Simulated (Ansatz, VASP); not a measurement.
## Two plane-wave programs on GaSb

```
CELL_PARAMETERS angstrom
0.00000 3.02343 3.02343
3.02343 0.00000 3.02343
3.02343 3.02343 0.00000
ATOMIC_POSITIONS crystal
Ga 0.00000 0.00000 0.00000
Sb 0.25000 0.25000 0.25000
```

Alike in both runs: functional LDA; k mesh 8 × 8 × 8; occupations gaussian, width 0.01 eV; no spin polarisation.

Ansatz relaxed the structure, and its values are those at the end. VASP's run is a single point on that final structure, the one shown.

|  | VASP | Ansatz |
| --- | --- | --- |
| version | VASP 6.6.1 | Ansatz 0.2.0 |
| potentials or method | VASP PAW LDA potentials, release 64 (Ga_d, Sb), cutoff 520 eV | scalar-relativistic, plane waves, PAW |
| valence electrons in the cell | 18 | 28 |

|  | VASP | Ansatz | Ansatz less VASP |
| --- | --- | --- | --- |
| gap on the k mesh at the Fermi level (eV) | 0.13 | 0.08 | -0.050 |
| least direct gap on the mesh (eV) | 0.13 | 0.08 | -0.050 |
| pressure (GPa) | 0.2 | 0.0 | -0.20 |

Ansatz warns that its potentials were made for another functional, while VASP's fit it. LDA's correlation is that of Perdew and Zunger in VASP and of Perdew and Wang (1992) in Ansatz. VASP's potentials hold 18 valence electrons a cell and Ansatz's 28, so a difference there can come from the potentials and not from the codes.

Neither program's run includes spin-orbit coupling.
